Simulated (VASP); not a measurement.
# Nb (Im-3m) in VASP: notebook, part 2 of 2

VASP 6.6.1. Earlier steps stand in the parts before.

### Step 4. Relaxation of cell and atoms, PBE, target pressure -3.3 GPa, at which the enthalpy is minimised

INCAR

```
PREC     = Accurate       # precision mode
ENCUT    = 600            # plane-wave cutoff, eV
EDIFF    = 1E-7           # SCF threshold, eV
ISMEAR   = -1             # smearing method
SIGMA    = 0.08           # smearing width, eV
LREAL    = False          # projectors in reciprocal space
LASPH    = True           # aspherical terms in the spheres
NELM     = 80             # most SCF steps
ALGO     = Normal         # electronic algorithm
ISIF     = 3              # what is computed and relaxed
LWAVE    = False          # write WAVECAR
LCHARG   = False          # write CHGCAR
GGA      = PE             # functional
IBRION   = 2              # ionic algorithm
NSW      = 32             # ionic steps
EDIFFG   = -0.005         # ionic threshold
PSTRESS  = -33.0
```

KPOINTS

```
regular mesh
0
Gamma
  16 16 16
```

POSCAR

```
Nb
1.0
   -1.6661220320      1.6661220320      1.6661220320
    1.6661220320     -1.6661220320      1.6661220320
    1.6661220320      1.6661220320     -1.6661220320
Nb
1
Direct
    0.0000000000      0.0000000000      0.0000000000
```

Potentials or basis: VASP PAW PBE potentials, release 64 (Nb_sv).

The run is started by

```console
$ cat potpaw_PBE.64/Nb_sv/POTCAR > POTCAR
$ mpirun -np 1 vasp_std > vasp.out
```

OUTCAR:

```text
PREC = Accurate
   ENCUT = 600
   EDIFF = 1E-7
   ISMEAR = -1
   LREAL = False
   LASPH = True
   NELM = 80
   ISIF = 3
   GGA = PE
   IBRION = 2
   NSW = 32
   EDIFFG = -0.005
   PSTRESS = -33.0

 ion  position               nearest neighbor table
   1  0.000  0.000  0.000-

  LATTYP: Found a body centered cubic cell.
 ALAT       =     3.3322440640

  Lattice vectors:

 A1 = (  -1.6661220320,   1.6661220320,   1.6661220320)
 A2 = (   1.6661220320,  -1.6661220320,   1.6661220320)
 A3 = (   1.6661220320,   1.6661220320,  -1.6661220320)

Analysis of symmetry for initial positions (statically):
=====================================================================
 Subroutine PRICEL returns:
 Original cell was already a primitive cell.

 Routine SETGRP: Setting up the symmetry group for a
 body centered cubic supercell.

 Subroutine GETGRP returns: Found 48 space group operations
 (whereof 48 operations were pure point group operations)
 out of a pool of 48 trial point group operations.

The static configuration has the point symmetry O_h .

Analysis of symmetry for dynamics (positions and initial velocities):
[... 166 lines left out ...]
  in kB      -35.9805652    -35.9805652    -35.9805652      0.0000000      0.0000000      0.0000000
  external PRESSURE =      -2.9805652 kB  Pullay stress =     -33.0000000 kB
[... 61 lines left out ...]
--------------------------------------- Ionic step        3  -------------------------------------------

 number of electron      12.9999999 magnetization

 Free energy of the ion-electron system (eV)
  ---------------------------------------------------
  ext. energy  EPLUGINS =         0.00000000
  ---------------------------------------------------
  free energy    TOTEN  =       -10.22915389 eV

  energy without entropy =      -10.19726827  energy(sigma->0) =      -10.21321108

 E-fermi :  10.8507     XC(G=0): -12.3717

 val. band max:       10.8364403737   @ k =  -0.2500   0.3125   0.1250
 cond. band min:      10.8516074126   @ k =   0.3125   0.1875   0.0000
 fundamental gap:      0.0151670389
 Fermi energy:        10.8506878434

 k-point     1 :       0.0000    0.0000    0.0000
  band No.  band energies     occupation
      1     -43.5603      2.00000
      2     -18.9090      2.00000
      3     -18.9090      2.00000
      4     -18.9090      2.00000
      5       4.9370      2.00000
      6      11.2117      0.02169
      7      11.2117      0.02169
      8      11.2117      0.02169
      9      14.0394      0.00000
     10      14.0394      0.00000
[... 287 lines left out ...]
 k-point    24 :       0.2500    0.1875    0.0000
  band No.  band energies     occupation
      1     -43.3643      2.00000
      2     -19.8938      2.00000
      3     -19.3152      2.00000
      4     -19.0175      2.00000
      5       8.1550      2.00000
      6       9.6033      2.00000
      7      10.4036      1.99254
      8      13.4848      0.00000
      9      14.7691      0.00000
     10      16.5761      0.00000

 [... further k-points ...]

------------------------ aborting loop because EDIFF is reached ----------------------------------------

  FORCE on cell =-STRESS in cart. coord.  units (eV):
  Direction    XX          YY          ZZ          XY          YZ          ZX
  --------------------------------------------------------------------------------------
  -------------------------------------------------------------------------------------
  Total       -0.3802428     -0.3802428     -0.3802428      0.0000000      0.0000000     -0.0000000
  in kB      -32.9939518    -32.9939518    -32.9939518      0.0000000      0.0000000     -0.0000000
  external PRESSURE =       0.0060482 kB  Pullay stress =     -33.0000000 kB
[... 20 lines left out ...]
  energy  without entropy=      -10.1972682714  energy(sigma->0) =      -10.21321108

  enthalpy is  TOTEN    =       -10.6094664390 eV   P V=       -0.3803125484

 reached required accuracy - stopping structural energy minimisation
```

OSZICAR:

```text
N       E                     dE             d eps       ncg     rms          rms(c)
DAV:   1     0.127852109968E+03    0.12785E+03   -0.80437E+03  2900   0.144E+03
DAV:   2    -0.435991146345E+01   -0.13221E+03   -0.12913E+03  3020   0.471E+02
DAV:   3    -0.102319558188E+02   -0.58720E+01   -0.55472E+01  4252   0.841E+01
[... 26 lines left out ...]
DAV:   4    -0.102291342450E+02   -0.25159E-04   -0.33213E-05  3738   0.617E-02    0.254E-02
DAV:   5    -0.102291553498E+02   -0.21105E-04   -0.79577E-05  5004   0.624E-02    0.118E-02
DAV:   6    -0.102291544416E+02    0.90827E-06   -0.14258E-06  3160   0.176E-02    0.357E-03
DAV:   7    -0.102291539473E+02    0.49424E-06   -0.25887E-07  2454   0.708E-03    0.305E-04
DAV:   8    -0.102291538906E+02    0.56743E-07   -0.30691E-08  1552   0.281E-03
   3 F= -.10609466E+02 E0= -.10593524E+02  d E =-.335022E-04
```

CONTCAR:

```text
Nb
   1.00000000000000
    -1.6650442080398486    1.6650442080398486    1.6650442080398486
     1.6650442080398486   -1.6650442080398486    1.6650442080398486
     1.6650442080398486    1.6650442080398486   -1.6650442080398486
  Nb
     1
Direct
     0.0000000000000000    0.0000000000000000    0.0000000000000000

  0.00000000E+00  0.00000000E+00  0.00000000E+00
```

It took 40 s on 1 thread of Intel Xeon 6975P-C, shared host; peak memory 0.17 GiB.

What came out:

* Free energy: -10.2292 eV
* Relaxed volume: 18.46 Å³/atom
* Relaxed cell: a = 2.884 Å, b = 2.884 Å, c = 2.884 Å, α = 109.47°, β = 109.47°, γ = 109.47°
* Space group after relaxing (to 0.05 Å): Im-3m (No. 229)
* Energy change on relaxing (the enthalpy is what falls): -0.8 meV/atom
* Ionic steps: 3
* Pressure after relaxing: -3.3 GPa

Step by step:
```csv
step,energy change (eV),largest force (eV/Å),pressure (GPa),volume (Å³)
1,0.0000,0.0000,-3.60,18.50
2,-0.0018,0.0000,-2.81,18.41
3,-0.0008,0.0000,-3.30,18.46
```

Final structure:
```yaml
crystal:
  lattice:
    - [-1.66504, 1.66504, 1.66504]
    - [1.66504, -1.66504, 1.66504]
    - [1.66504, 1.66504, -1.66504]
  atoms:
    - { symbol: Nb, position: [0.00000, 0.00000, 0.00000] }
```

Levels at points of the mesh, in eV from the Fermi level:
```tsv
k point	band 4	band 5	band 6	band 7	band 8	band 9
(0.00, 0.00, 0.00)	-29.76	-5.91	0.36	0.36	0.36	3.19
(0.50, 0.00, 0.00)	-29.77	-3.63	-1.60	2.15	3.20	3.87
(0.50, 0.50, 0.50)	-30.62	-3.59	-3.59	5.42	5.42	5.42
```

Caveat: the cell is relaxed towards a set pressure, so the enthalpy falls and the energy may rise.

### Step 5. Relaxation of cell and atoms, PBE, target pressure -3.3 GPa, at which the enthalpy is minimised

This run uses another cell than the first one, of 19.17 Å³/atom, 1.036 times its volume.

INCAR

```
SYSTEM = Nb
  ALGO = Normal
  EDIFF = 1E-6
  EDIFFG = -0.005
  ENCUT = 600
  GGA = PE
  IBRION = 2
  ISIF = 3
  ISMEAR = -1
  LASPH = .True.
  LCHARG = .False.
  LREAL = .False.
  LWAVE = .False.
  NELM = 100
  NSW = 60
  PREC = Accurate
  PSTRESS = -33.0
  SIGMA = 0.08
```

KPOINTS

```
k-points
0
Gamma
  16 16 16
  0 0 0
```

POSCAR

```
Nb
1.0
   -1.6860371378      1.6860371378      1.6860371378
    1.6860371378     -1.6860371378      1.6860371378
    1.6860371378      1.6860371378     -1.6860371378
Nb
1
Direct
    0.0000000000      0.0000000000      0.0000000000
```

The run is started by

```console
$ cat potpaw_PBE.64/Nb_sv/POTCAR > POTCAR
$ mpirun -np 1 vasp_std > vasp.out
```

It took 43 s on 1 thread of Intel Xeon 6975P-C, shared host; peak memory 0.17 GiB.

Results (log left out):

| Item | Value |
| --- | --- |
| Free energy | -10.2295 eV |
| Relaxed volume | 18.46 Å³/atom |
| Relaxed cell | a = 2.884 Å, b = 2.884 Å, c = 2.884 Å, α = 109.47°, β = 109.47°, γ = 109.47° |
| Space group after relaxing (to 0.05 Å) | Im-3m (No. 229) |
| Energy change on relaxing (the enthalpy is what falls) | -27.1 meV/atom |
| Ionic steps | 4 |
| Pressure after relaxing | -3.3 GPa |

The path:
```csv
step,energy change (eV),largest force (eV/Å),pressure (GPa),volume (Å³)
1,0.0000,0.0000,-8.79,19.17
2,-0.0159,0.0000,7.19,17.40
3,-0.0268,0.0000,-3.40,18.48
4,-0.0271,0.0000,-3.27,18.46
```

Final structure:
```
CELL_PARAMETERS angstrom
-1.66497 1.66497 1.66497
1.66497 -1.66497 1.66497
1.66497 1.66497 -1.66497
ATOMIC_POSITIONS crystal
Nb 0.00000 0.00000 0.00000
```

Levels at points of the mesh, in eV from the Fermi level:
| k point | band 3 | band 4 | band 5 | band 6 | band 7 | band 8 | band 9 | band 10 |
| --- | --- | --- | --- | --- | --- | --- | --- | --- |
| (0.00, 0.00, 0.00) | -29.76 | -29.76 | -5.91 | 0.36 | 0.36 | 0.36 | 3.19 | 3.19 |
| (0.50, 0.00, 0.00) | -30.16 | -29.77 | -3.64 | -1.60 | 2.15 | 3.21 | 3.87 | 6.16 |
| (0.50, 0.50, 0.50) | -30.62 | -30.62 | -3.59 | -3.59 | 5.43 | 5.43 | 5.43 | 8.85 |

Caveat: the cell is relaxed towards a set pressure, so the enthalpy falls and the energy may rise.

### Step 6. Summary

| task | cell | cutoff (eV) | gap on the mesh (eV) | pressure (GPa) |
| --- | --- | --- | --- | --- |
| single point | a = 2.886 Å, angles 109.5°, 1 atom | 520 | none | -3.6 |
| relaxation of cell and atoms | relaxed to -3.3 GPa from a = 2.886 Å, angles 109.5°, 1 atom | 600 | none | -3.3 |
| relaxation of cell and atoms | relaxed to -3.3 GPa from a = 2.920 Å, angles 109.5°, 1 atom | 600 | none | -3.3 |

Alike in all rows: level PBE; potentials or basis VASP PAW PBE potentials, release 64 (Nb_sv); no spin polarisation; k mesh 16 × 16 × 16; smearing fermi-dirac 0.08 eV.

Caveats: the cell is relaxed towards a set pressure, so the enthalpy falls and the energy may rise (some runs).

Absolute energies hang on the potentials; compare differences alone.
